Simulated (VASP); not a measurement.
Here is a VASP 6.6.1 calculation.

The input INCAR:

```
  PREC = Accurate
  ENCUT = 520
  EDIFF = 1E-7
  ISMEAR = 0
  SIGMA = 0.01
  LREAL = False
  LASPH = True
  NELM = 60
  ALGO = Normal
  ISIF = 2
  LWAVE = False
  LCHARG = False
  GGA = PE
  NBANDS = 35
```

The input KPOINTS:

```
Automatic mesh
0
Gamma
  4 4 6
```

File POSCAR:

```
SnO2
1.0
    4.7604949051      0.0000000000      0.0000000000
    0.0000000000      4.7604949051      0.0000000000
    0.0000000000      0.0000000000      3.2001628086
Sn O
2 4
Direct
    0.0000000000      0.0000000000      0.0000000000
    0.5000000000      0.5000000000      0.5000000000
    0.3058809152      0.3058809152      0.0000000000
    0.1941190848      0.8058809152      0.5000000000
    0.6941190848      0.6941190848      0.0000000000
    0.8058809152      0.1941190848      0.5000000000
```

Potentials or basis: VASP PAW PBE potentials, release 64 (Sn_d, O).

The run is started by

```bash
$ cat potpaw_PBE.64/Sn_d/POTCAR potpaw_PBE.64/O/POTCAR > POTCAR
$ mpirun -np 1 vasp_std > vasp.out
```

Task: What does it give for the band gap on the k mesh?

Result: 1.09 eV.

Task: Estimate the largest force.

Result: 0.047 eV/Å.

Task: What does it give for the pressure?

Result: 8.4 GPa.

Stress tensor (GPa, compression positive):
```
7.72 0.00 0.00
0.00 7.72 0.00
0.00 0.00 9.70
```

Caveat: the cell stands under pressure; spin-orbit coupling is left out, which moves the levels of the heavy elements.
